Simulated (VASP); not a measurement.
Runs of VASP 6.6.1 on SnSe2. Symmetry: P-3m1, No. 164, trigonal system. Conventional cell: a = 3.825 Å, b = 3.825 Å, c = 6.227 Å, α = 90.00°, β = 90.00°, γ = 120.00°. Within 3.6 Å of Sn (site symmetry -3m) lie 6 Se at 2.71 Å. Se (site symmetry 3m) has 3 Sn at 2.71 Å within 3.6 Å. 

```csv
level,potentials or basis,k mesh,gap on the mesh (eV),pressure (GPa),largest force (eV/Å)
PBE,"VASP PAW PBE potentials, release 64 (Sn_d, Se)",6 × 6 × 4,0.79,3.0,0.26
PBE,"VASP PAW PBE potentials, release 64 (Sn_d, Se)",6 × 6 × 2,0.79,3.0,0.26
LDA,"VASP PAW LDA potentials, release 64 (Sn_d, Se)",6 × 6 × 2,0.67,-1.5,0.01
r2SCAN,"VASP PAW PBE potentials, release 64 (Sn_d, Se)",6 × 6 × 2,1.07,(a),(b)
```

Alike in all rows: task single point; no spin polarisation; cell as given; cutoff (eV) 520; smearing gaussian 0.01 eV.

Question: Estimate the missing entries.

Answer: (a) 1.0; (b) 0.02.

Caveats: some runs use coarse meshes; spin-orbit coupling is left out, which moves the levels of the heavy elements; this functional lacks dispersion, which binds the layers, so the pressure and a relaxed spacing across them are unreliable (some runs); the PAW data sets were made with another functional, which shifts forces and pressure a little (some runs).

A k mesh can miss the band edges, and the runs leave out spin-orbit coupling on Se, Sn.
